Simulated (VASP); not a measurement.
# Y3F (P4/mmm) in VASP: a series of runs

The runs below take Y3F through single point, relaxation of cell and atoms, with PBE.

Program: VASP 6.6.1. These are calculated values, not measurements. Logs are shortened: lines on timing, memory, paths and dates and some standing lists are left out, and cuts for length are marked.

### 1 The cell of the first run

The structure is tetragonal, space group P4/mmm (No. 123). The conventional cell has a = 4.442 Å, b = 4.442 Å, c = 4.397 Å, α = 90.00°, β = 90.00°, γ = 90.00°. Within 4.1 Å of Y (site symmetry mmm) lie 8 Y at 3.13 to 3.14 Å and 4 F at 3.13 Å. Y (site symmetry 4/mmm) has 8 Y at 3.13 Å and 4 F at 3.14 Å within 4.1 Å. F (site symmetry 4/mmm) has 12 Y at 3.13 to 3.14 Å within 4.1 Å.

### 2 Single point, PBE

Input file INCAR:

```
SYSTEM = Y3F
PREC = Accurate
ENCUT = 520
EDIFF = 1E-7
ISMEAR = 0
SIGMA = 0.1
LREAL = .FALSE.
LASPH = .TRUE.
NELM = 100
ALGO = Normal
ISIF = 2
LWAVE = .FALSE.
LCHARG = .FALSE.
GGA = PE
NBANDS = 28
```

Input file KPOINTS:

```
regular mesh
0
G
  4 4 4
  0 0 0
```

Input file POSCAR:

```
Y3F
1.0
    4.4422375640      0.0000000000      0.0000000000
    0.0000000000      4.4422375640      0.0000000000
    0.0000000000      0.0000000000      4.3965775620
Y F
3 1
Direct
    0.0000000000      0.5000000000      0.5000000000
    0.5000000000      0.0000000000      0.5000000000
    0.5000000000      0.5000000000      0.0000000000
    0.0000000000      0.0000000000      0.0000000000
```

Potentials or basis: VASP PAW PBE potentials, release 64 (Y_sv, F).

The run is started by

```
> cat potpaw_PBE.64/Y_sv/POTCAR potpaw_PBE.64/F/POTCAR > POTCAR
> mpirun -np 1 vasp_std > vasp.out
```

OUTCAR:

```text
SYSTEM = Y3F
   PREC = Accurate
   ENCUT = 520
   EDIFF = 1E-7
   ISMEAR = 0
   LREAL = .FALSE.
   LASPH = .TRUE.
   NELM = 100
   ISIF = 2
   GGA = PE

 ion  position               nearest neighbor table
   1  0.000  0.500  0.500-   3 3.13   4 3.13   3 3.13   4 3.13   4 3.13   4 3.13   3 3.13   3 3.13
                             2 3.14   2 3.14   2 3.14   2 3.14
   2  0.500  0.000  0.500-   3 3.13   4 3.13   3 3.13   4 3.13   3 3.13   3 3.13   4 3.13   4 3.13
                             1 3.14   1 3.14   1 3.14   1 3.14
   3  0.500  0.500  0.000-   1 3.13   2 3.13   1 3.13   2 3.13   2 3.13   2 3.13   1 3.13   1 3.13

   4  0.000  0.000  0.000-   1 3.13   2 3.13   1 3.13   2 3.13   1 3.13   1 3.13   2 3.13   2 3.13

  LATTYP: Found a simple tetragonal cell.
 ALAT       =     4.4422375640
 C/A-ratio  =     0.9897213957

  Lattice vectors:

 A1 = (   4.4422375640,   0.0000000000,   0.0000000000)
 A2 = (   0.0000000000,   4.4422375640,   0.0000000000)
 A3 = (   0.0000000000,   0.0000000000,   4.3965775620)

Analysis of symmetry for initial positions (statically):
=====================================================================
 Subroutine PRICEL returns:
 Original cell was already a primitive cell.

 Routine SETGRP: Setting up the symmetry group for a
 simple tetragonal supercell.

 Subroutine GETGRP returns: Found 16 space group operations
 (whereof 16 operations were pure point group operations)
 out of a pool of 16 trial point group operations.

The static configuration has the point symmetry D_4h.

Analysis of symmetry for dynamics (positions and initial velocities):
=====================================================================
 Subroutine PRICEL returns:
 Original cell was already a primitive cell.

 Routine SETGRP: Setting up the symmetry group for a
 simple tetragonal supercell.

 Subroutine GETGRP returns: Found 16 space group operations
 (whereof 16 operations were pure point group operations)
 out of a pool of 16 trial point group operations.

The dynamic configuration has the point symmetry D_4h.

 Subroutine INISYM returns: Found 16 space group operations
 (whereof 16 operations are pure point group operations),
 and found     1 'primitive' translations

----------------------------------------------------------------------------------------

                                     Primitive cell

  volume of cell :      86.7598

  direct lattice vectors                    reciprocal lattice vectors
     4.442237564  0.000000000  0.000000000     0.225111779  0.000000000  0.000000000
     0.000000000  4.442237564  0.000000000     0.000000000  0.225111779  0.000000000
     0.000000000  0.000000000  4.396577562     0.000000000  0.000000000  0.227449644

  length of vectors
     4.442237564  4.442237564  4.396577562     0.225111779  0.225111779  0.227449644

  position of ions in fractional coordinates (direct lattice)
     0.000000000  0.500000000  0.500000000
     0.500000000  0.000000000  0.500000000
     0.500000000  0.500000000  0.000000000
     0.000000000  0.000000000  0.000000000

  ion indices of the primitive-cell ions
   primitive index   ion index
                 1           1
                 2           2
                 3           3
                 4           4

----------------------------------------------------------------------------------------

 KPOINTS: regular mesh

Automatic generation of k-mesh.
 Grid dimensions read from file:
 generate k-points for:    4    4    4

 Generating k-lattice:

  Cartesian coordinates                     Fractional coordinates (reciprocal lattice)
     0.056277945  0.000000000  0.000000000     0.250000000  0.000000000  0.000000000
     0.000000000  0.056277945  0.000000000     0.000000000  0.250000000  0.000000000
     0.000000000  0.000000000  0.056862411     0.000000000  0.000000000  0.250000000

  Length of vectors
     0.056277945  0.056277945  0.056862411

  Shift w.r.t. Gamma in fractional coordinates (k-lattice)
     0.000000000  0.000000000  0.000000000

 Subroutine IBZKPT returns following result:
 ===========================================

 Found     18 irreducible k-points:

 Following reciprocal coordinates:
            Coordinates               Weight
  0.000000  0.000000  0.000000      1.000000
  0.250000  0.000000  0.000000      4.000000
  0.500000  0.000000  0.000000      2.000000
  0.250000  0.250000  0.000000      4.000000
  0.500000  0.250000  0.000000      4.000000
  0.500000  0.500000  0.000000      1.000000
[... 10 lines left out ...]
  0.500000  0.250000  0.500000      4.000000
  0.500000  0.500000  0.500000      1.000000
   k-points           NKPTS =     18   k-points in BZ     NKDIM =     18   number of bands    NBANDS=     28
   number of dos      NEDOS =    301   number of ions     NIONS =      4
   total plane-waves  NPLWV =  46656
   dimension x,y,z NGX =    36 NGY =   36 NGZ =   36
   dimension x,y,z NGXF=    72 NGYF=   72 NGZF=   72
   ions per type =               3   1
   NGX,Y,Z   is equivalent  to a cutoff of  13.47, 13.47, 13.61 a.u.
   NGXF,Y,Z  is equivalent  to a cutoff of  26.95, 26.95, 27.23 a.u.
 SYSTEM =  Y3F
   PREC   = accura    normal or accurate (medium, high low for compatibility)
   ISTART =      0    job   : 0-new  1-cont  2-samecut
   ICHARG =      2    charge: 1-file 2-atom 10-const
   ISPIN  =      1    spin polarized calculation?
   LNONCOLLINEAR =      F non collinear calculations
   LSORBIT =      F    spin-orbit coupling
   LASPH  =      T    aspherical Exc in radial PAW
   ENCUT  =  520.0 eV  38.22 Ry    6.18 a.u.   8.26  8.26  8.17*2*pi/ulx,y,z
   NELM   =    100;   NELMIN=  2; NELMDL= -5     # of ELM steps
   EDIFF  = 0.1E-06   stopping-criterion for ELM
   LREAL  =      F    real-space projection
   EDIFFG = 0.1E-05   stopping-criterion for IOM
   NSW    =      0    number of steps for IOM
   IBRION =     -1    ionic relax: 0-MD 1-quasi-New 2-CG
   NFREE  =      0    steps in history (QN), initial steepest desc. (CG)
   ISIF   =      2    stress and relaxation
   ISYM   =      2    0-nonsym 1-usesym 2-fastsym
   POTIM  = 0.5000    time-step for ionic-motion
   TEBEG  =    0.0;   TEEND  =   0.0 temperature during run
   PSTRESS=    0.0 pullay stress
   NELECT =      40.0000    total number of electrons
   NUPDOWN=      -1.0000    fix difference up-down
   EMIN   =  10.00;   EMAX   =-10.00  energy-range for DOS
   EFERMI =   0.00;   METHOD = LEGACY
   ISMEAR =     0;   SIGMA  =   0.10  broadening in eV -4-tet -1-fermi 0-gaus
   EFERMI_NEDOS =   21; number of points for ismear=-14 and -15
   IALGO  =     38    algorithm
   IMIX   =      4    mixing-type and parameters
     AMIX     =   0.40;   BMIX     =  1.00
     AMIX_MAG =   1.60;   BMIX_MAG =  1.00
  volume/ion in A,a.u.               =      21.69       146.37
  Fermi-wavevector in a.u.,A,eV,Ry     =   1.264704  2.389943 21.762179  1.599475
  Thomas-Fermi vector in A             =   2.397995
   LORBIT       =      0    0 simple, 1 ext, 2 COOP (PROOUT), +10 PAW based schemes
   GGA     = PE    functional components
   LHFCALC =     F    Hartree Fock is set to
   AEXX    =    0.0000 exact exchange contribution
   IVDW    =     0    specifies the selected vdW correction
   LEPSILON=     F    determine dielectric tensor
   LRPA    =     F    only Hartree local field effects (RPA)
 non-spin polarized calculation
 Gauss-broadening in eV      SIGMA  =   0.10
  energy-cutoff  :      520.00
  volume of cell :       86.76
 maximum number of plane-waves:      2360
 NGX is ok and might be reduce to    36
   NGX = 17   NGY = 17   NGZ = 17

 number of electron      39.9999990 magnetization

 Free energy of the ion-electron system (eV)
  ---------------------------------------------------
  ext. energy  EPLUGINS =         0.00000000
  ---------------------------------------------------
  free energy    TOTEN  =       -21.00285898 eV

  energy without entropy =      -20.96345438  energy(sigma->0) =      -20.98315668

 E-fermi :   4.1547     XC(G=0): -10.3162

 val. band max:        4.1455820836   @ k =   0.5000   0.2500   0.2500
 cond. band min:       4.1592875878   @ k =   0.5000   0.0000   0.2500
 fundamental gap:      0.0137055042
 Fermi energy:         4.1547482581

 k-point     1 :       0.0000    0.0000    0.0000
  band No.  band energies     occupation
      1     -38.2969      2.00000
      2     -37.9850      2.00000
      3     -37.9584      2.00000
      4     -19.4969      2.00000
      5     -18.8391      2.00000
      6     -18.8391      2.00000
[... 20 lines left out ...]
     27       9.8389      0.00000
     28       9.8390      0.00000

 k-point     2 :       0.2500    0.0000    0.0000
  band No.  band energies     occupation
      1     -38.2559      2.00000
      2     -38.0221      2.00000
      3     -37.9626      2.00000
      4     -19.5393      2.00000
      5     -18.7449      2.00000
      6     -18.7353      2.00000
[... 20 lines left out ...]
     27       8.2086      0.00000
     28       8.7619      0.00000

 k-point     3 :       0.5000    0.0000    0.0000
  band No.  band energies     occupation
      1     -38.1874      2.00000
      2     -38.0903      2.00000
      3     -37.9632      2.00000
      4     -19.5712      2.00000
      5     -18.6108      2.00000
      6     -18.5996      2.00000
[... 20 lines left out ...]
     27       6.8459      0.00000
     28       6.9477      0.00000

 k-point     4 :       0.2500    0.2500    0.0000
  band No.  band energies     occupation
      1     -38.2192      2.00000
      2     -38.0371      2.00000
      3     -37.9838      2.00000
      4     -19.5665      2.00000
      5     -18.7501      2.00000
      6     -18.6343      2.00000
[... 392 lines left out ...]
     27       7.2444      0.00000
     28       7.8855      0.00000

 k-point    17 :       0.5000    0.2500    0.5000
  band No.  band energies     occupation
      1     -38.0876      2.00000
      2     -38.0873      2.00000
      3     -38.0597      2.00000
      4     -19.5502      2.00000
      5     -19.0520      2.00000
      6     -18.7111      2.00000
[... 20 lines left out ...]
     27       7.2466      0.00000
     28       7.8628      0.00000

 k-point    18 :       0.5000    0.5000    0.5000
  band No.  band energies     occupation
      1     -38.0864      2.00000
      2     -38.0864      2.00000
      3     -38.0588      2.00000
      4     -19.4899      2.00000
      5     -19.2456      2.00000
      6     -18.7791      2.00000
[... 20 lines left out ...]
     27       7.6213      0.00000
     28       8.1158      0.00000

------------------------ aborting loop because EDIFF is reached ----------------------------------------

  FORCE on cell =-STRESS in cart. coord.  units (eV):
  Direction    XX          YY          ZZ          XY          YZ          ZX
  --------------------------------------------------------------------------------------
  -------------------------------------------------------------------------------------
  Total        6.8184373      6.8184373      6.5916474      0.0000000      0.0000000      0.0000000
  in kB      125.9149030    125.9149030    121.7268132      0.0000000      0.0000000      0.0000000
  external PRESSURE =     124.5188731 kB  Pullay stress =       0.0000000 kB

 VOLUME and BASIS-vectors are now :
 -----------------------------------------------------------------------------
  energy-cutoff  :      520.00
  volume of cell :       86.76
      direct lattice vectors                 reciprocal lattice vectors
     4.442237564  0.000000000  0.000000000     0.225111779  0.000000000  0.000000000
     0.000000000  4.442237564  0.000000000     0.000000000  0.225111779  0.000000000
     0.000000000  0.000000000  4.396577562     0.000000000  0.000000000  0.227449644

 POSITION                                       TOTAL-FORCE (eV/Angst)
 -----------------------------------------------------------------------------------
      0.00000      2.22112      2.19829         0.000000      0.000000      0.000000
      2.22112      0.00000      2.19829         0.000000      0.000000      0.000000
      2.22112      2.22112      0.00000         0.000000      0.000000      0.000000
      0.00000      0.00000      0.00000         0.000000      0.000000      0.000000
 -----------------------------------------------------------------------------------
    total drift:                                0.000000      0.000000      0.000000

  FREE ENERGIE OF THE ION-ELECTRON SYSTEM (eV)
  ---------------------------------------------------
  free  energy   TOTEN  =       -21.0028589845 eV

  energy  without entropy=      -20.9634543830  energy(sigma->0) =      -20.98315668
```

Run time: 1.7 min. Hardware: 1 thread of Intel Xeon 8259CL, shared host; peak memory 0.23 GiB.

What came out:

```yaml
Free_energy: -21.0029 eV
Pressure: 12.5 GPa
Band_gap_on_the_k_mesh: zero (bands 20 and 21 overlap by 1.50 eV)
```

Levels at points of the mesh, in eV from the Fermi level:
```
           k point  band 17  band 18  band 19  band 20  band 21  band 22  band 23  band 24
(0.00, 0.00, 0.00)    -4.17    -2.18    -1.19    -1.15    -0.90    -0.87    -0.87     3.88
(0.50, 0.00, 0.00)    -2.22    -0.61    -0.50    -0.40     0.66     1.17     1.24     1.69
(0.50, 0.50, 0.00)    -0.34    -0.32    -0.32     0.61     0.92     1.10     1.10     1.67
(0.00, 0.00, 0.50)    -2.18    -0.59    -0.41    -0.39     0.69     1.22     1.22     1.71
(0.50, 0.00, 0.50)    -0.33    -0.31    -0.30     0.52     0.95     1.13     1.16     1.60
(0.50, 0.50, 0.50)    -1.61    -1.61    -1.57    -0.89     1.62     1.73     1.73     2.52
```

Caveat: the cell stands under pressure.

### 3 Relaxation of cell and atoms, PBE

Input file INCAR:

```
SYSTEM = Y3F
PREC = Accurate ; ENCUT = 600
EDIFF = 1E-6 ; ISMEAR = 0
SIGMA = 0.1 ; LREAL = .False.
LASPH = .True. ; NELM = 100
ALGO = Normal ; ISIF = 3
LWAVE = .False. ; LCHARG = .False.
GGA = PE ; IBRION = 2
NSW = 90 ; EDIFFG = -0.04
```

Input file KPOINTS:

```
regular mesh
0
Gamma
  4 4 4
  0 0 0
```

POSCAR is that of step 2.

Potentials or basis: VASP PAW PBE potentials, release 64 (Y_sv, F).

The run is started by

```
> cat potpaw_PBE.64/Y_sv/POTCAR potpaw_PBE.64/F/POTCAR > POTCAR
> mpirun -np 1 vasp_std > vasp.out
```

OUTCAR:

```text
SYSTEM = Y3F
   PREC = Accurate
   ENCUT = 600
   EDIFF = 1E-6
   ISMEAR = 0
   LREAL = .False.
   LASPH = .True.
   NELM = 100
   ISIF = 3
   GGA = PE
   IBRION = 2
   NSW = 90
   EDIFFG = -0.04

 ion  position               nearest neighbor table
   1  0.000  0.500  0.500-   3 3.13   4 3.13   3 3.13   4 3.13   4 3.13   4 3.13   3 3.13   3 3.13
                             2 3.14   2 3.14   2 3.14   2 3.14
   2  0.500  0.000  0.500-   3 3.13   4 3.13   3 3.13   4 3.13   3 3.13   3 3.13   4 3.13   4 3.13
                             1 3.14   1 3.14   1 3.14   1 3.14
   3  0.500  0.500  0.000-   1 3.13   2 3.13   1 3.13   2 3.13   2 3.13   2 3.13   1 3.13   1 3.13

   4  0.000  0.000  0.000-   1 3.13   2 3.13   1 3.13   2 3.13   1 3.13   1 3.13   2 3.13   2 3.13

  LATTYP: Found a simple tetragonal cell.
 ALAT       =     4.4422375640
 C/A-ratio  =     0.9897213957

  Lattice vectors:

 A1 = (   4.4422375640,   0.0000000000,   0.0000000000)
 A2 = (   0.0000000000,   4.4422375640,   0.0000000000)
[... 181 lines left out ...]
 fundamental gap:      0.0136689584
 Fermi energy:         4.1544963860

 k-point     1 :       0.0000    0.0000    0.0000
  band No.  band energies     occupation
      1     -38.2972      2.00000
      2     -37.9853      2.00000
      3     -37.9587      2.00000
      4     -19.4987      2.00000
      5     -18.8394      2.00000
      6     -18.8394      2.00000
[... 550 lines left out ...]
--------------------------------------- Ionic step        3  -------------------------------------------

 number of electron      39.9999992 magnetization

 Free energy of the ion-electron system (eV)
  ---------------------------------------------------
  ext. energy  EPLUGINS =         0.00000000
  ---------------------------------------------------
  free energy    TOTEN  =       -21.80030277 eV

  energy without entropy =      -21.76710587  energy(sigma->0) =      -21.78370432

 E-fermi :   2.7609     XC(G=0):  -9.2785

 val. band max:        2.7569953323   @ k =   0.2500   0.2500   0.2500
 cond. band min:       2.8134271126   @ k =   0.5000   0.0000   0.2500
 fundamental gap:      0.0564317803
 Fermi energy:         2.7609314987

 k-point     1 :       0.0000    0.0000    0.0000
  band No.  band energies     occupation
      1     -40.1436      2.00000
      2     -40.0317      2.00000
      3     -40.0048      2.00000
      4     -20.3819      2.00000
      5     -20.3819      2.00000
      6     -20.3798      2.00000
[... 506 lines left out ...]
  FREE ENERGIE OF THE ION-ELECTRON SYSTEM (eV)
  ---------------------------------------------------
  free  energy   TOTEN  =       -21.8003027746 eV

  energy  without entropy=      -21.7671058714  energy(sigma->0) =      -21.78370432

 reached required accuracy - stopping structural energy minimisation
```

OSZICAR:

```text
N       E                     dE             d eps       ncg     rms          rms(c)
DAV:   1     0.233674600575E+03    0.23367E+03   -0.22545E+04   864   0.182E+03
DAV:   2    -0.127365564937E+00   -0.23380E+03   -0.23105E+03  1032   0.397E+02
DAV:   3    -0.209965326229E+02   -0.20869E+02   -0.20617E+02  1432   0.738E+01
[... 35 lines left out ...]
DAV:   6    -0.218001337748E+02   -0.89410E-03   -0.87643E-04  1256   0.142E-01    0.448E-02
DAV:   7    -0.218002673882E+02   -0.13361E-03   -0.30456E-04  1336   0.614E-02    0.278E-02
DAV:   8    -0.218003033321E+02   -0.35944E-04   -0.71823E-05  1432   0.410E-02    0.810E-03
DAV:   9    -0.218003032760E+02    0.56072E-07   -0.11027E-05  1080   0.140E-02    0.298E-03
DAV:  10    -0.218003027746E+02    0.50147E-06   -0.90462E-07   536   0.586E-03
   3 F= -.21800303E+02 E0= -.21783704E+02  d E =-.795757E+00
```

CONTCAR:

```text
Y3F
   1.00000000000000
     4.8258306535807431    0.0000000000000000    0.0000000000000000
     0.0000000000000000    4.8258306535807431    0.0000000000000000
     0.0000000000000000    0.0000000000000000    4.7635069432374237
  Y               F
     3     1
Direct
     0.0000000000000000    0.5000000000000000    0.5000000000000000
     0.5000000000000000    0.0000000000000000    0.5000000000000000
     0.5000000000000000    0.5000000000000000    0.0000000000000000
     0.0000000000000000    0.0000000000000000    0.0000000000000000

  0.00000000E+00  0.00000000E+00  0.00000000E+00
  0.00000000E+00  0.00000000E+00  0.00000000E+00
  0.00000000E+00  0.00000000E+00  0.00000000E+00
  0.00000000E+00  0.00000000E+00  0.00000000E+00
```

It took 4.5 min on 1 thread of Intel Xeon 8259CL, shared host; peak memory 0.24 GiB.

Results:

```yaml
Free_energy: -21.8003 eV
Relaxed_volume: 27.73 Å³/atom
Relaxed_cell: a = 4.826 Å, b = 4.826 Å, c = 4.764 Å, α = 90.00°, β = 90.00°, γ = 90.00°
Space_group_after_relaxing_to_0.1_Å: Pm-3m (No. 221)
Energy_gained_by_relaxing: 198.9 meV/atom
Ionic_steps: 3
Pressure_after_relaxing: 0.0 GPa
Band_gap_on_the_k_mesh: zero (bands 20 and 21 overlap by 0.85 eV)
```

Stress tensor (GPa, compression positive):
```
 0.06  0.00  0.00
 0.00  0.06  0.00
 0.00  0.00 -0.22
```

The path:
| step | energy change (eV) | largest force (eV/Å) | pressure (GPa) | volume (Å³) |
| --- | --- | --- | --- | --- |
| 1 | 0.0000 | 0.0000 | 12.44 | 86.76 |
| 2 | -0.7944 | 0.0000 | 0.37 | 109.67 |
| 3 | -0.7958 | 0.0000 | -0.03 | 110.94 |

Final structure:
```cif
data_structure
_symmetry_space_group_name_H-M 'P 1'
_symmetry_Int_Tables_number 1
_cell_length_a 4.8258
_cell_length_b 4.8258
_cell_length_c 4.7635
_cell_angle_alpha 90.000
_cell_angle_beta 90.000
_cell_angle_gamma 90.000
_cell_volume 110.94
loop_
_atom_site_label
_atom_site_type_symbol
_atom_site_fract_x
_atom_site_fract_y
_atom_site_fract_z
_atom_site_occupancy
Y1 Y 0.00000 0.50000 0.50000 1
Y2 Y 0.50000 0.00000 0.50000 1
Y3 Y 0.50000 0.50000 0.00000 1
F1 F 0.00000 0.00000 0.00000 1
```

Caveat: the volume moved by over 15 % at a fixed basis, so the end points are rough.

The gap in the log of VASP goes by the Fermi energy; the results here count the filled bands.